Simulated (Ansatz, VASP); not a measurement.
## One calculation of Si16Ge, two programs

```
Si Ge
1.0
     0.00000    5.43000    5.43000
     5.43000    0.00000    5.43000
     5.43000    5.43000    0.00000
Si Ge
16 1
Direct
  0.99577 0.00412 0.00414
  0.12596 0.12464 0.12465
  0.99558 0.00421 0.49589
  0.12136 0.13535 0.62166
  0.99555 0.49588 0.00423
  0.12130 0.62162 0.13550
  0.00225 0.49883 0.49898
  0.12088 0.62134 0.62134
  0.49945 0.00030 0.00026
  0.62463 0.12437 0.12437
  0.50467 0.00442 0.49550
  0.62448 0.12428 0.62693
  0.50467 0.49550 0.00444
  0.62446 0.62698 0.12427
  0.50469 0.49538 0.49537
  0.63869 0.62051 0.62049
  0.25376 0.74809 0.74832
```

Alike in both runs: functional PBE; dispersion D3(BJ); k mesh 2 × 2 × 2; occupations fermi-dirac, width 0.05 eV; no spin polarisation.

Ansatz relaxed the structure, and its values are those at the end. VASP's run is a single point on that final structure, the one shown.

|  | VASP | Ansatz |
| --- | --- | --- |
| version | VASP 6.6.1 | Ansatz 0.2.0 |
| potentials or method | VASP PAW PBE potentials, release 64 (Si, Ge_d), cutoff 520 eV | scalar-relativistic, plane waves, PAW |
| valence electrons in the cell | 78 | 78 |

Ansatz gave:

- rms of the force components (eV/Å): 0.013

Which values does VASP return?

rms of the force components (eV/Å): 0.012.

The k mesh is coarse, so the values compare programs but aren't converged.
